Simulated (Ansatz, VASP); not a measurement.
# Two plane-wave programs on HfSiO4

File POSCAR:

```
HfSiO4
1.0
   -3.2250066896      3.2250066896      2.9260535667
    3.2250066896     -3.2250066896      2.9260535667
    3.2250066896      3.2250066896     -2.9260535667
Hf Si O
2 2 8
Direct
    0.0000000000      0.0000000000      0.0000000000
    0.7500000000      0.2500000000      0.5000000000
    0.2500000000      0.7500000000      0.5000000000
    0.5000000000      0.5000000000      0.0000000000
    0.1337816213      0.3202899270      0.8134916944
    0.0702899270      0.7567982326      0.6865083056
    0.0702899270      0.3837816213      0.3134916944
    0.5067982326      0.3202899270      0.1865083056
    0.6797100730      0.4932017674      0.8134916944
    0.6162183787      0.9297100730      0.6865083056
    0.2432017674      0.9297100730      0.3134916944
    0.6797100730      0.8662183787      0.1865083056
```

INCAR.step1

```
ALGO = Normal
EDIFF = 1E-4
ENCUT = 520
GGA = PE
ISMEAR = 0
LASPH = T
LCHARG = F
LREAL = F
LWAVE = T
NBANDS = 50
NELM = 60
PREC = Accurate
SIGMA = 0.01
```

File INCAR.step2:

```
ALGO = Normal
EDIFF = 1E-7
ENCUT = 520
ISIF = 2
ISMEAR = 0
ISTART = 1
LASPH = T
LCHARG = F
LMIXTAU = T
LREAL = F
LWAVE = F
METAGGA = R2SCAN
NBANDS = 50
NELM = 60
PREC = Accurate
SIGMA = 0.01
```

Contents of KPOINTS:

```
k-points
0
Gamma
  6 6 6
```

Input for Ansatz:

```yaml
crystal:
  lattice:
    - [-3.2250066896, 3.2250066896, 2.9260535667]
    - [3.2250066896, -3.2250066896, 2.9260535667]
    - [3.2250066896, 3.2250066896, -2.9260535667]
  atoms:
    - { symbol: Hf, position: [0.0, 0.0, 0.0] }
    - { symbol: Hf, position: [0.75, 0.25, 0.5] }
    - { symbol: Si, position: [0.25, 0.75, 0.5] }
    - { symbol: Si, position: [0.5, 0.5, 0.0] }
    - { symbol: O, position: [0.1337816213, 0.320289927, 0.8134916944] }
    - { symbol: O, position: [0.070289927, 0.7567982326, 0.6865083056] }
    - { symbol: O, position: [0.070289927, 0.3837816213, 0.3134916944] }
    - { symbol: O, position: [0.5067982326, 0.320289927, 0.1865083056] }
    - { symbol: O, position: [0.679710073, 0.4932017674, 0.8134916944] }
    - { symbol: O, position: [0.6162183787, 0.929710073, 0.6865083056] }
    - { symbol: O, position: [0.2432017674, 0.929710073, 0.3134916944] }
    - { symbol: O, position: [0.679710073, 0.8662183787, 0.1865083056] }
kpoints:
  mp_grid: { grid: [6, 6, 6] }
  band_path:
    path:
      - [0.0, 0.0, 0.0]
      - [0.0, 0.0, 0.5]
      - [-0.5, 0.5, 0.5]
      - [0.4557990254, 0.4557990254, -0.4557990254]
      - [-0.4557990254, 0.5442009746, 0.4557990254]
      - [0.25, 0.25, 0.25]
      - [0.0, 0.5, 0.0]
      - [0.1666666667, 0.1666666667, 0.1666666667]
      - [0.166667, 0.270833, 0.28125]
    npoints: 1
hamiltonian:
  xc: r2scan
scf:
  occupations: { method: fixed }
  n_extra_bands: 7
output:
  forces: true
  stress: true
  eigenvalues: true
```

Change from the starting cell: hydrostatic strain -2.0%.

Alike in both runs: task single point; functional r2SCAN; k mesh 6 × 6 × 6; no spin polarisation.

|  | VASP | Ansatz |
| --- | --- | --- |
| version | VASP 6.6.1 | Ansatz 0.2.0 |
| potentials or method | VASP PAW PBE potentials, release 64 (Hf_pv, Si, O) | plane waves, PAW |
| plane-wave cutoff (eV) | 520 | 500 |
| occupations | gaussian, width 0.01 eV | fixed |
| valence electrons in the cell | 76 | 108 |

Ansatz gave:

```
gap on the k mesh at the Fermi level (eV)                     : 6.35
pressure (GPa)                                                : 16.6
traceless stress, the component that is largest in VASP (GPa) : 1.69
rms of the force components (eV/Å)                            : 0.000
```

Which values does VASP return?

gap on the k mesh at the Fermi level (eV): 6.30; pressure (GPa): 14.6; traceless stress, the component that is largest in VASP (GPa): 2.16; rms of the force components (eV/Å): 0.111.

VASP's potentials were made for PBE, not for r2SCAN. Atom by atom the forces differ by 0.111 eV/Å (rms over components). VASP's potentials hold 76 valence electrons a cell and Ansatz's 108, so a difference there can come from the potentials and not from the codes.

Neither program's run includes spin-orbit coupling.
